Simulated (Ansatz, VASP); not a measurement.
One calculation of HfO2, two programs

The input INCAR:

```
PREC = Accurate
ENCUT = 520
EDIFF = 1E-7
ISMEAR = -1
SIGMA = 0.05
LREAL = F
LASPH = T
NELM = 80
ALGO = Normal
ISIF = 2
LWAVE = F
LCHARG = F
GGA = RP
IVDW = 13
NBANDS = 56
```

The input KPOINTS:

```
regular mesh
0
Gamma
  5 6 5
```

POSCAR

```
HfO2
1.0
    5.1129138024      0.0000000000      0.0000000000
    0.0000000000      4.9025969881      0.0000000000
    0.0000000000      0.0000000000      4.9299483645
Hf O
4 8
Direct
    0.9669940000      0.7325208200      0.7414403500
    0.5330060000      0.7325208200      0.2414403500
    0.4669940000      0.2674791800      0.7414403500
    0.0330060000      0.2674791800      0.2414403500
    0.6321274500      0.9286454000      0.8792672600
    0.8678725500      0.9286454000      0.3792672600
    0.2339485200      0.5398830500      0.4922923900
    0.2660514800      0.5398830500      0.9922923900
    0.7660514800      0.4601169500      0.9922923900
    0.7339485200      0.4601169500      0.4922923900
    0.1321274500      0.0713546000      0.8792672600
    0.3678725500      0.0713546000      0.3792672600
```

input.yaml

```yaml
crystal:
  lattice:
    - [5.1129138024, 0.0, 0.0]
    - [0.0, 4.9025969881, 0.0]
    - [0.0, 0.0, 4.9299483645]
  atoms:
    - { symbol: Hf, position: [0.966994, 0.73252082, 0.74144035] }
    - { symbol: Hf, position: [0.533006, 0.73252082, 0.24144035] }
    - { symbol: Hf, position: [0.466994, 0.26747918, 0.74144035] }
    - { symbol: Hf, position: [0.033006, 0.26747918, 0.24144035] }
    - { symbol: O, position: [0.63212745, 0.9286454, 0.87926726] }
    - { symbol: O, position: [0.86787255, 0.9286454, 0.37926726] }
    - { symbol: O, position: [0.23394852, 0.53988305, 0.49229239] }
    - { symbol: O, position: [0.26605148, 0.53988305, 0.99229239] }
    - { symbol: O, position: [0.76605148, 0.46011695, 0.99229239] }
    - { symbol: O, position: [0.73394852, 0.46011695, 0.49229239] }
    - { symbol: O, position: [0.13212745, 0.0713546, 0.87926726] }
    - { symbol: O, position: [0.36787255, 0.0713546, 0.37926726] }
hamiltonian:
  xc: rpbe
  pseudopotentials: { kind: paw }
  dispersion: d4
kpoints:
  mp_grid: { grid: [5, 6, 5] }
scf:
  occupations: { method: fermi_dirac, width: 0.05 }
output:
  forces: true
  stress: true
  eigenvalues: true
```

Alike in both runs: task single point; functional RPBE; dispersion D4; k mesh 5 × 6 × 5; occupations fermi-dirac, width 0.05 eV; no spin polarisation.

```csv
,VASP,Ansatz
version,VASP 6.6.1,Ansatz 0.2.0
potentials or method,"VASP PAW PBE potentials, release 64 (Hf_pv, O)",Ansatz PAW
plane-wave cutoff (eV),520,420
valence electrons in the cell,88,152
```

|  | VASP | Ansatz | Ansatz less VASP |
| --- | --- | --- | --- |
| gap on the k mesh at the Fermi level (eV) | 4.73 | 4.77 | +0.041 |
| least direct gap on the mesh (eV) | 4.92 | 4.95 | +0.031 |
| pressure (GPa) | 21.7 | 25.7 | +4.00 |
| traceless stress, the component that is largest in VASP (GPa) | 0.99 | 0.94 | -0.053 |
| rms of the force components (eV/Å) | 0.157 | 0.184 | +0.0271 |

VASP's potentials were made for PBE, not for RPBE. Atom by atom the forces differ by 0.035 eV/Å (rms over components). VASP's potentials hold 88 valence electrons a cell and Ansatz's 152, so a difference there can come from the potentials and not from the codes.

Spin-orbit coupling is off throughout. Noted on Ansatz's run: odd divisions of the mesh miss points on the zone boundary, where band edges often lie, so the gap on the mesh can be too wide.
